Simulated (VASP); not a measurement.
Wanted: the native input for a VASP 6.6.1 run.

```yaml
Task: single point
Functional: PBE
Potentials_or_basis: VASP PAW PBE potentials, release 64 (Mg, S)
Cutoff: 520 eV
k_mesh: 6 × 6 × 6
Occupations: fermi-dirac, width 0.02 eV
Spin: no spin polarisation
Dipole_correction: no
Further_INCAR_settings: ALGO = Normal; EDIFF = 1e-06; NBANDS = 11
```

The structure of MgS lies in POSCAR:

```
MgS
1.0
    3.2409458089      0.0000000000      0.0000000000
    0.0000000000      3.2409458089      0.0000000000
    0.0000000000      0.0000000000      3.2409458089
Mg S
1 1
Direct
    0.0000000000      0.0000000000      0.0000000000
    0.5000000000      0.5000000000      0.5000000000
```

This cell differs from its parent crystal: volume changed by -3%.

One way to write it, as run:

INCAR

```
PREC = Accurate ; ENCUT = 520
EDIFF = 1E-6 ; ISMEAR = -1
SIGMA = 0.02 ; LREAL = F
LASPH = T ; NELM = 60
ALGO = Normal ; ISIF = 2
LWAVE = F ; LCHARG = F
GGA = PE ; NBANDS = 11
```

KPOINTS

```
regular mesh
0
Gamma
  6 6 6
```

Potentials or basis: VASP PAW PBE potentials, release 64 (Mg, S).

Run with:

```console
$ cat potpaw_PBE.64/Mg/POTCAR potpaw_PBE.64/S/POTCAR > POTCAR
$ mpirun -np 1 vasp_std > vasp.out
```

It gave:

* Pressure: 1.7 GPa
* Band gap on the k mesh: zero (band 4 reaches 5.56 eV, above the bottom of band 5 at 5.55 eV)

Wall time 10 s on 1 thread of Intel Xeon 6975P-C (shared host), peak memory 0.14 GiB.
